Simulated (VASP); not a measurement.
A run of VASP 6.6.1:

The input INCAR:

```
SYSTEM = SnO2
PREC     = Accurate       ! precision mode
ENCUT    = 600            ! plane-wave cutoff, eV
EDIFF    = 1E-7           ! SCF threshold, eV
ISMEAR   = -1             ! smearing method
SIGMA    = 0.05           ! smearing width, eV
LREAL    = .False.        ! projectors in reciprocal space
LASPH    = .True.         ! aspherical terms in the spheres
NELM     = 100            ! most SCF steps
ALGO     = Normal         ! electronic algorithm
ISIF     = 3              ! what is computed and relaxed
LWAVE    = .False.        ! write WAVECAR
LCHARG   = .False.        ! write CHGCAR
GGA      = RE             ! functional
IVDW     = 13             ! dispersion correction
IBRION   = 2              ! ionic algorithm
NSW      = 60             ! ionic steps
EDIFFG   = -0.01          ! ionic threshold
```

Contents of KPOINTS:

```
regular mesh
0
Gamma
  6 6 8
  0 0 0
```

Contents of POSCAR:

```
SnO2
1.0
    4.7880040000      0.0000000000      0.0000000000
    0.0000000000      4.8665820000      0.0000000000
    0.0000000000      0.0000000000      3.2408980000
Sn O
2 4
Direct
    0.0000000000      0.0000000000      0.0000000000
    0.5000000000      0.5000000000      0.5000000000
    0.7081450000      0.6789580000      0.0000000000
    0.2081450000      0.8210420000      0.5000000000
    0.7918550000      0.1789580000      0.5000000000
    0.2918550000      0.3210420000      0.0000000000
```

Potentials or basis: VASP PAW PBE potentials, release 64 (Sn_d, O).

The run is started by

```sh
$ cat potpaw_PBE.64/Sn_d/POTCAR potpaw_PBE.64/O/POTCAR > POTCAR
$ mpirun -np 1 vasp_std > vasp.out
```

Hardware: 1 thread of Intel Xeon 8259CL, on a shared host.

How long does it take, and how much memory?

Run time: 91 min on 1 thread of Intel Xeon 8259CL, with other jobs on the host, peak memory 0.32 GiB. Counts: scf iterations 187, k points 80, ion steps 23.
